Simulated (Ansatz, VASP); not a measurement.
**TiSi2 in VASP and in Ansatz**

```
Ti Si
1.0
     0.00000    4.06234    4.20391
     2.35425    0.00000    4.20391
     2.35425    4.06234    0.00000
Ti Si
2 4
Cartesian
  3.5314 6.0935 6.3059
  2.3542 4.0623 4.2039
  1.1771 0.6743 2.1020
  1.1771 3.3880 2.1020
  2.3542 1.3568 4.2039
  2.3542 6.7679 4.2039
```

Change from the starting cell: volume scaled by 0.96, crystal datasets.

Alike in both runs: task electric field gradients; functional PBEsol; k mesh 8 × 8 × 8; occupations fermi-dirac, width 0.08 eV; no spin polarisation.

|  | VASP | Ansatz |
| --- | --- | --- |
| version | VASP 6.6.1 | Ansatz 0.2.0 |
| potentials or method | VASP PAW PBE potentials, release 64 (Ti_sv, Si), cutoff 520 eV | all-electron PAW with datasets made for the crystal, scalar-relativistic |

Ansatz gave:

- pressure (GPa): 4.8
- traceless stress, the component that is largest in VASP (GPa): -1.33
- rms of the force components (eV/Å): 0.086
- size of Vzz on the site where it differs most (V/Å²): 33.9

**Question.** What did VASP give for the same quantities?

**Answer.** Pressure (GPa): 5.0; traceless stress, the component that is largest in VASP (GPa): -1.38; rms of the force components (eV/Å): 0.086; size of Vzz on the site where it differs most (V/Å²): 34.8.

VASP's potentials were made for PBE, not for PBEsol. Atom by atom the forces differ by 0.000 eV/Å (rms over components). Ansatz ran all-electron here, and VASP with PAW potentials.
